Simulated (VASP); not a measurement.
# WSe2 in VASP: a series of runs, part 2 of 2

VASP 6.6.1. The steps go on from the part before.

## 3. Single point, PBE

This run uses another cell than the first one, of 32.91 Å³/atom, 1.045 times its volume.

Input file INCAR:

```
SYSTEM = WSe2
PREC = Accurate
ENCUT = 520
EDIFF = 1E-6
ISMEAR = 0
SIGMA = 0.02
LREAL = .FALSE.
LASPH = .TRUE.
NELM = 80
ALGO = Normal
ISIF = 2
LWAVE = .FALSE.
LCHARG = .FALSE.
GGA = PE
NBANDS = 49
```

Input file KPOINTS:

```
regular mesh
0
G
  12 12 1
  0 0 0
```

Input file POSCAR:

```
WSe2
1.0
    3.3206078107      0.0000000000      0.0000000000
   -1.6603039053      2.8757307201      0.0000000000
    0.0000000000      0.0000000000     31.0209653925
W Se
3 6
Direct
    0.6666666667      0.3333333333      0.0000000000
    0.3333333333      0.6666666667      0.7543470704
    0.3333333333      0.6666666667      0.2456529296
    0.3333333333      0.6666666667      0.0541018954
    0.6666666667      0.3333333333      0.8084497294
    0.6666666667      0.3333333333      0.2997487775
    0.3333333333      0.6666666667      0.9458981046
    0.6666666667      0.3333333333      0.7002512225
    0.6666666667      0.3333333333      0.1915502706
```

Potentials or basis: VASP PAW PBE potentials, release 64 (W_sv, Se).

On the command line:

```sh
cat potpaw_PBE.64/W_sv/POTCAR potpaw_PBE.64/Se/POTCAR > POTCAR
mpirun -np 1 vasp_std > vasp.out
```

OUTCAR:

```text
SYSTEM = WSe2
   PREC = Accurate
   ENCUT = 520
   EDIFF = 1E-6
   ISMEAR = 0
   LREAL = .FALSE.
   LASPH = .TRUE.
   NELM = 80
   ISIF = 2
   GGA = PE

 ion  position               nearest neighbor table
   1  0.667  0.333  0.000-   4 2.55   7 2.55   4 2.55   7 2.55   4 2.55   7 2.55
   2  0.333  0.667  0.754-   8 2.55   8 2.55   8 2.55   5 2.55   5 2.55   5 2.55
   3  0.333  0.667  0.246-   6 2.55   6 2.55   6 2.55   9 2.55   9 2.55   9 2.55
   4  0.333  0.667  0.054-   1 2.55   1 2.55   1 2.55
   5  0.667  0.333  0.808-   2 2.55   2 2.55   2 2.55
   6  0.667  0.333  0.300-   3 2.55   3 2.55   3 2.55
   7  0.333  0.667  0.946-   1 2.55   1 2.55   1 2.55
   8  0.667  0.333  0.700-   2 2.55   2 2.55   2 2.55
   9  0.667  0.333  0.192-   3 2.55   3 2.55   3 2.55

  LATTYP: Found a hexagonal cell.
 ALAT       =     3.3206078107
 C/A-ratio  =     9.3419539918

  Lattice vectors:

 A1 = (   3.3206078107,   0.0000000000,   0.0000000000)
 A2 = (  -1.6603039053,   2.8757307201,   0.0000000000)
 A3 = (   0.0000000000,   0.0000000000,  31.0209653925)

Analysis of symmetry for initial positions (statically):
[... 189 lines left out ...]
 k-point     1 :       0.0000    0.0000    0.0000
  band No.  band energies     occupation
      1     -72.3663      2.00000
      2     -72.3661      2.00000
      3     -72.3661      2.00000
      4     -36.5853      2.00000
      5     -36.5850      2.00000
      6     -36.5850      2.00000
[... 977 lines left out ...]
     48       5.1571      0.00000
     49       6.5268      0.00000

------------------------ aborting loop because EDIFF is reached ----------------------------------------

  FORCE on cell =-STRESS in cart. coord.  units (eV):
  Direction    XX          YY          ZZ          XY          YZ          ZX
  --------------------------------------------------------------------------------------
  -------------------------------------------------------------------------------------
  Total        0.2869734      0.2869734      0.4149022      0.0000000      0.0000000      0.0000000
  in kB        1.5521408      1.5521408      2.2440637      0.0000000      0.0000000      0.0000000
  external PRESSURE =       1.7827818 kB  Pullay stress =       0.0000000 kB

 VOLUME and BASIS-vectors are now :
 -----------------------------------------------------------------------------
  energy-cutoff  :      520.00
  volume of cell :      296.22
      direct lattice vectors                 reciprocal lattice vectors
     3.320607811  0.000000000  0.000000000     0.301149686  0.173868852  0.000000000
    -1.660303905  2.875730720  0.000000000     0.000000000  0.347737705  0.000000000
     0.000000000  0.000000000 31.020965392     0.000000000  0.000000000  0.032236263

 POSITION                                       TOTAL-FORCE (eV/Angst)
 -----------------------------------------------------------------------------------
      1.66030      0.95858      0.00000        -0.000000      0.000000      0.000000
     -0.00000      1.91715     23.40057         0.000000     -0.000000     -0.000252
     -0.00000      1.91715      7.62039         0.000000      0.000000      0.000252
     -0.00000      1.91715      1.67829        -0.000000      0.000000      0.043823
      1.66030      0.95858     25.07889         0.000000      0.000000      0.043802
      1.66030      0.95858      9.29850        -0.000000      0.000000      0.044133
     -0.00000      1.91715     29.34267        -0.000000      0.000000     -0.043823
      1.66030      0.95858     21.72247        -0.000000      0.000000     -0.044133
      1.66030      0.95858      5.94207        -0.000000      0.000000     -0.043802
 -----------------------------------------------------------------------------------
    total drift:                                0.000000     -0.000000     -0.000000

  FREE ENERGIE OF THE ION-ELECTRON SYSTEM (eV)
  ---------------------------------------------------
  free  energy   TOTEN  =       -64.8801829844 eV

  energy  without entropy=      -64.8801829844  energy(sigma->0) =      -64.88018298
```

OSZICAR:

```text
N       E                     dE             d eps       ncg     rms          rms(c)
DAV:   1     0.740653530788E+03    0.74065E+03   -0.40716E+04  2182   0.143E+03
DAV:   2    -0.124568854528E+02   -0.75311E+03   -0.72969E+03  2253   0.364E+02
DAV:   3    -0.658443382386E+02   -0.53387E+02   -0.52451E+02  2273   0.912E+01
[... 14 lines left out ...]
DAV:  18    -0.648801384956E+02   -0.72279E-04   -0.30365E-06  1772   0.763E-03    0.191E-03
DAV:  19    -0.648801622253E+02   -0.23730E-04   -0.47330E-07  1500   0.219E-03    0.161E-03
DAV:  20    -0.648801772934E+02   -0.15068E-04   -0.44012E-07  1460   0.145E-03    0.138E-03
DAV:  21    -0.648801820686E+02   -0.47752E-05   -0.15383E-07  1324   0.125E-03    0.458E-04
DAV:  22    -0.648801829844E+02   -0.91576E-06   -0.49999E-08  1284   0.623E-04
   1 F= -.64880183E+02 E0= -.64880183E+02  d E =-.222744E-23
```

Run time: 5.1 min. Hardware: 1 thread of Intel Xeon 6975P-C (Granite Rapids), shared host; peak memory 0.57 GiB.

What came out:

```
Free energy            : -64.8802 eV
Largest force          : 0.044 eV/Å
Band gap on the k mesh : 1.53 eV, direct
```

Forces on the atoms (eV/Å):
```
W    0.000  0.000  0.000
W    0.000  0.000  0.000
W    0.000  0.000  0.000
Se   0.000  0.000  0.044
Se   0.000  0.000  0.044
Se   0.000  0.000  0.044
Se   0.000  0.000 -0.044
Se   0.000  0.000 -0.044
Se   0.000  0.000 -0.044
```

Caveat: spin-orbit coupling is left out, which moves the levels of the heavy elements.

## 4. Single point, PBE

This run uses another cell than the first one, of 32.91 Å³/atom, 1.045 times its volume.

Input file INCAR:

```
SYSTEM = WSe2
ALGO     = Normal         ! electronic algorithm
EDIFF    = 1E-6           ! SCF threshold, eV
ENCUT    = 520            ! plane-wave cutoff, eV
GGA      = PE             ! functional
ISIF     = 2              ! what is computed and relaxed
ISMEAR   = 0              ! smearing method
LASPH    = .TRUE.         ! aspherical terms in the spheres
LCHARG   = .FALSE.        ! write CHGCAR
LREAL    = .FALSE.        ! projectors in reciprocal space
LWAVE    = .FALSE.        ! write WAVECAR
NBANDS   = 49             ! bands
NELM     = 80             ! most SCF steps
PREC     = Accurate       ! precision mode
SIGMA    = 0.05           ! smearing width, eV
```

Input file KPOINTS:

```
k-points
0
G
  12 12 1
  0 0 0
```

POSCAR is that of step 3.

Potentials or basis: VASP PAW PBE potentials, release 64 (W_sv, Se).

On the command line:

```sh
cat potpaw_PBE.64/W_sv/POTCAR potpaw_PBE.64/Se/POTCAR > POTCAR
mpirun -np 1 vasp_std > vasp.out
```

OUTCAR:

```text
SYSTEM = WSe2
   EDIFF = 1E-6
   ENCUT = 520
   GGA = PE
   ISIF = 2
   ISMEAR = 0
   LASPH = .TRUE.
   LREAL = .FALSE.
   NELM = 80
   PREC = Accurate

 ion  position               nearest neighbor table
   1  0.667  0.333  0.000-   4 2.55   7 2.55   4 2.55   7 2.55   4 2.55   7 2.55
   2  0.333  0.667  0.754-   8 2.55   8 2.55   8 2.55   5 2.55   5 2.55   5 2.55
   3  0.333  0.667  0.246-   6 2.55   6 2.55   6 2.55   9 2.55   9 2.55   9 2.55
   4  0.333  0.667  0.054-   1 2.55   1 2.55   1 2.55
   5  0.667  0.333  0.808-   2 2.55   2 2.55   2 2.55
   6  0.667  0.333  0.300-   3 2.55   3 2.55   3 2.55
   7  0.333  0.667  0.946-   1 2.55   1 2.55   1 2.55
[... 1199 lines left out ...]
  external PRESSURE =       1.7827817 kB  Pullay stress =       0.0000000 kB

 VOLUME and BASIS-vectors are now :
 -----------------------------------------------------------------------------
  energy-cutoff  :      520.00
  volume of cell :      296.22
      direct lattice vectors                 reciprocal lattice vectors
     3.320607811  0.000000000  0.000000000     0.301149686  0.173868852  0.000000000
    -1.660303905  2.875730720  0.000000000     0.000000000  0.347737705  0.000000000
     0.000000000  0.000000000 31.020965392     0.000000000  0.000000000  0.032236263

 POSITION                                       TOTAL-FORCE (eV/Angst)
 -----------------------------------------------------------------------------------
      1.66030      0.95858      0.00000         0.000000     -0.000000     -0.000000
     -0.00000      1.91715     23.40057        -0.000000      0.000000     -0.000252
     -0.00000      1.91715      7.62039        -0.000000      0.000000      0.000252
     -0.00000      1.91715      1.67829        -0.000000      0.000000      0.043823
      1.66030      0.95858     25.07889         0.000000      0.000000      0.043802
      1.66030      0.95858      9.29850        -0.000000      0.000000      0.044133
     -0.00000      1.91715     29.34267        -0.000000      0.000000     -0.043823
      1.66030      0.95858     21.72247        -0.000000      0.000000     -0.044133
      1.66030      0.95858      5.94207         0.000000      0.000000     -0.043802
 -----------------------------------------------------------------------------------
    total drift:                                0.000000     -0.000000     -0.000000

  FREE ENERGIE OF THE ION-ELECTRON SYSTEM (eV)
  ---------------------------------------------------
  free  energy   TOTEN  =       -64.8801829844 eV

  energy  without entropy=      -64.8801829844  energy(sigma->0) =      -64.88018298
```

Run time: 5.3 min. Hardware: 1 thread of Intel Xeon 6975P-C (Granite Rapids), shared host; peak memory 0.57 GiB.

Results:

```
Free energy            : -64.8802 eV
Largest force          : 0.044 eV/Å
Band gap on the k mesh : 1.53 eV, direct
```

Forces on the atoms (eV/Å):
```
W    0.000  0.000  0.000
W    0.000  0.000  0.000
W    0.000  0.000  0.000
Se   0.000  0.000  0.044
Se   0.000  0.000  0.044
Se   0.000  0.000  0.044
Se   0.000  0.000 -0.044
Se   0.000  0.000 -0.044
Se   0.000  0.000 -0.044
```

Caveat: spin-orbit coupling is left out, which moves the levels of the heavy elements.

## 5. Single point, PBE

This run uses another cell than the first one, of 32.91 Å³/atom, 1.045 times its volume.

Input file INCAR:

```
PREC = Accurate
ENCUT = 520
EDIFF = 1E-6
ISMEAR = -5
SIGMA = 0.05
LREAL = False
LASPH = True
NELM = 80
ALGO = Normal
ISIF = 2
LWAVE = False
LCHARG = True
GGA = PE
LELF = True
LVHAR = True
NBANDS = 49
```

Input file KPOINTS:

```
Automatic mesh
0
Gamma
  12 12 1
```

POSCAR is that of step 4.

Potentials or basis: VASP PAW PBE potentials, release 64 (W_sv, Se).

On the command line:

```sh
cat potpaw_PBE.64/W_sv/POTCAR potpaw_PBE.64/Se/POTCAR > POTCAR
mpirun -np 1 vasp_std > vasp.out
```

OUTCAR:

```text
PREC = Accurate
   ENCUT = 520
   EDIFF = 1E-6
   ISMEAR = -5
   LREAL = False
   LASPH = True
   NELM = 80
   ISIF = 2
   GGA = PE

 ion  position               nearest neighbor table
   1  0.667  0.333  0.000-   4 2.55   7 2.55   4 2.55   7 2.55   4 2.55   7 2.55
   2  0.333  0.667  0.754-   8 2.55   8 2.55   8 2.55   5 2.55   5 2.55   5 2.55
   3  0.333  0.667  0.246-   6 2.55   6 2.55   6 2.55   9 2.55   9 2.55   9 2.55
   4  0.333  0.667  0.054-   1 2.55   1 2.55   1 2.55
   5  0.667  0.333  0.808-   2 2.55   2 2.55   2 2.55
   6  0.667  0.333  0.300-   3 2.55   3 2.55   3 2.55
   7  0.333  0.667  0.946-   1 2.55   1 2.55   1 2.55
   8  0.667  0.333  0.700-   2 2.55   2 2.55   2 2.55
   9  0.667  0.333  0.192-   3 2.55   3 2.55   3 2.55

  LATTYP: Found a hexagonal cell.
 ALAT       =     3.3206078107
 C/A-ratio  =     9.3419539918

  Lattice vectors:

 A1 = (   3.3206078107,   0.0000000000,   0.0000000000)
 A2 = (  -1.6603039053,   2.8757307201,   0.0000000000)
 A3 = (   0.0000000000,   0.0000000000,  31.0209653925)

Analysis of symmetry for initial positions (statically):
=====================================================================
 Subroutine PRICEL returns:
 Original cell was already a primitive cell.

 Routine SETGRP: Setting up the symmetry group for a
 hexagonal supercell.

 Subroutine GETGRP returns: Found 12 space group operations
 (whereof 12 operations were pure point group operations)
 out of a pool of 24 trial point group operations.

The static configuration has the point symmetry D_3h.

Analysis of symmetry for dynamics (positions and initial velocities):
=====================================================================
 Subroutine PRICEL returns:
 Original cell was already a primitive cell.

 Routine SETGRP: Setting up the symmetry group for a
 hexagonal supercell.

 Subroutine GETGRP returns: Found 12 space group operations
[... 138 lines left out ...]
   GGA     = PE    functional components
   LHFCALC =     F    Hartree Fock is set to
   AEXX    =    0.0000 exact exchange contribution
   IVDW    =     0    specifies the selected vdW correction
   LEPSILON=     F    determine dielectric tensor
   LRPA    =     F    only Hartree local field effects (RPA)
 non-spin polarized calculation
 Fermi weights with tetrahedron method with Bloechl corrections
  energy-cutoff  :      520.00
  volume of cell :      296.22
 maximum number of plane-waves:      8016
 NGX is ok and might be reduce to    28
   NGX = 13   NGY = 13   NGZ =115

 number of electron      78.0000006 magnetization

 Free energy of the ion-electron system (eV)
  ---------------------------------------------------
  ext. energy  EPLUGINS =         0.00000000
  ---------------------------------------------------
  free energy    TOTEN  =       -64.88018298 eV

  energy without entropy =      -64.88018298  energy(sigma->0) =      -64.88018298

 E-fermi :   1.8656     XC(G=0):  -7.2458

 val. band max:        1.7303641310   @ k =   0.3333   0.3333   0.0000
 cond. band min:       3.2617321039   @ k =   0.3333   0.3333   0.0000
 fundamental gap:      1.5313679730
 Fermi energy:         1.8655679119

 k-point     1 :       0.0000    0.0000    0.0000
  band No.  band energies     occupation
      1     -72.3663      2.00000
      2     -72.3661      2.00000
      3     -72.3661      2.00000
      4     -36.5853      2.00000
      5     -36.5850      2.00000
      6     -36.5850      2.00000
[... 977 lines left out ...]
     48       5.1571      0.00000
     49       6.5268      0.00000

------------------------ aborting loop because EDIFF is reached ----------------------------------------

  FORCE on cell =-STRESS in cart. coord.  units (eV):
  Direction    XX          YY          ZZ          XY          YZ          ZX
  --------------------------------------------------------------------------------------
  -------------------------------------------------------------------------------------
  Total        0.2869734      0.2869734      0.4149022      0.0000000      0.0000000     -0.0000000
  in kB        1.5521408      1.5521408      2.2440638      0.0000000      0.0000000     -0.0000000
  external PRESSURE =       1.7827818 kB  Pullay stress =       0.0000000 kB

 VOLUME and BASIS-vectors are now :
 -----------------------------------------------------------------------------
  energy-cutoff  :      520.00
  volume of cell :      296.22
      direct lattice vectors                 reciprocal lattice vectors
     3.320607811  0.000000000  0.000000000     0.301149686  0.173868852  0.000000000
    -1.660303905  2.875730720  0.000000000     0.000000000  0.347737705  0.000000000
     0.000000000  0.000000000 31.020965392     0.000000000  0.000000000  0.032236263

 POSITION                                       TOTAL-FORCE (eV/Angst)
 -----------------------------------------------------------------------------------
      1.66030      0.95858      0.00000         0.000000     -0.000000      0.000000
     -0.00000      1.91715     23.40057         0.000000     -0.000000     -0.000252
     -0.00000      1.91715      7.62039         0.000000     -0.000000      0.000252
     -0.00000      1.91715      1.67829        -0.000000      0.000000      0.043823
      1.66030      0.95858     25.07889        -0.000000      0.000000      0.043802
      1.66030      0.95858      9.29850        -0.000000      0.000000      0.044133
     -0.00000      1.91715     29.34267        -0.000000      0.000000     -0.043823
      1.66030      0.95858     21.72247        -0.000000      0.000000     -0.044133
      1.66030      0.95858      5.94207        -0.000000      0.000000     -0.043802
 -----------------------------------------------------------------------------------
    total drift:                                0.000000     -0.000000     -0.000000

  FREE ENERGIE OF THE ION-ELECTRON SYSTEM (eV)
  ---------------------------------------------------
  free  energy   TOTEN  =       -64.8801829843 eV

  energy  without entropy=      -64.8801829843  energy(sigma->0) =      -64.88018298
```

It took 6 min on 1 thread of Intel Xeon 6975P-C (Granite Rapids), shared host; peak memory 0.56 GiB.

What came out:

| Quantity | Value |
| --- | --- |
| Free energy | -64.8802 eV |
| Largest force | 0.044 eV/Å |
| Band gap on the k mesh | 1.53 eV, direct |

Forces in eV/Å, atoms in the order of the input:
```
W    0.000  0.000  0.000
W    0.000  0.000  0.000
W    0.000  0.000  0.000
Se   0.000  0.000  0.044
Se   0.000  0.000  0.044
Se   0.000  0.000  0.044
Se   0.000  0.000 -0.044
Se   0.000  0.000 -0.044
Se   0.000  0.000 -0.044
```

Caveat: spin-orbit coupling is left out, which moves the levels of the heavy elements.

## 6. Overview

```tsv
cell	k mesh	smearing	gap on the mesh (eV)	largest force (eV/Å)
a = 3.318, b = 3.318, c = 29.739 Å, angles 90.0, 90.0, 120.0°, 9 atoms	6 × 6 × 1	gaussian 0.1 eV	1.37	0.34
a = 3.321, b = 3.321, c = 31.021 Å, angles 90.0, 90.0, 120.0°, 9 atoms	12 × 12 × 1	gaussian 0.02 eV	1.53	0.04
a = 3.321, b = 3.321, c = 31.021 Å, angles 90.0, 90.0, 120.0°, 9 atoms	12 × 12 × 1	gaussian 0.05 eV	1.53	0.04
a = 3.321, b = 3.321, c = 31.021 Å, angles 90.0, 90.0, 120.0°, 9 atoms	12 × 12 × 1	tetrahedron	1.53	0.04
```

Alike in all rows: task single point; level PBE; potentials or basis VASP PAW PBE potentials, release 64 (W_sv, Se); no spin polarisation; cutoff (eV) 520.

Caveats: spin-orbit coupling is left out, which moves the levels of the heavy elements.

Absolute energies hang on the potentials; compare differences alone.
